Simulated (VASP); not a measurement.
Set up this calculation in VASP 6.6.1, as the native input.

- Task: electric field gradients
- Functional: LDA
- Potentials or basis: VASP PAW LDA potentials, release 64 (Zr_sv, N)
- Cutoff: 520 eV
- k mesh: 9 × 9 × 9
- Occupations: fermi-dirac, width 0.03 eV
- Spin: no spin polarisation
- Dipole correction: no
- Further INCAR settings: ALGO = Normal; EDIFF = 1e-08; NBANDS = 16

The structure of ZrN lies in POSCAR:

```
ZrN
1.0
    0.0000000000      2.2765903777      2.2765903777
    2.2765903777      0.0000000000      2.2765903777
    2.2765903777      2.2765903777      0.0000000000
Zr N
1 1
Direct
    0.0000000000      0.0000000000      0.0000000000
    0.5000000000      0.5000000000      0.5000000000
```

This cell differs from its parent crystal: volume scaled by 0.99.

These files were run (other wordings do the same):

INCAR

```
PREC     = Accurate       # precision mode
ENCUT    = 520            # plane-wave cutoff, eV
EDIFF    = 1E-8           # SCF threshold, eV
ISMEAR   = -1             # smearing method
SIGMA    = 0.03           # smearing width, eV
LREAL    = F              # projectors in reciprocal space
LASPH    = T              # aspherical terms in the spheres
NELM     = 120            # most SCF steps
ALGO     = Normal         # electronic algorithm
ISIF     = 2              # what is computed and relaxed
LWAVE    = F              # write WAVECAR
LCHARG   = F              # write CHGCAR
GGA      = CA             # functional
LEFG     = T            
NBANDS   = 16             # bands
GGA_COMPAT= F
```

KPOINTS

```
Automatic mesh
0
Gamma
  9 9 9
```

Potentials or basis: VASP PAW LDA potentials, release 64 (Zr_sv, N).

The run is started by

```bash
$ cat potpaw_LDA.64/Zr_sv/POTCAR potpaw_LDA.64/N/POTCAR > POTCAR
$ mpirun -np 1 vasp_std > vasp.out
```

It gave:

* Pressure: -4.4 GPa

Caveat: without QUAD_EFG the Cq values of the log hold for a quadrupole moment of 1 mb, not for the nuclei.

It used 18 s of CPU time on 1 thread of Intel Xeon 8259CL (shared host).
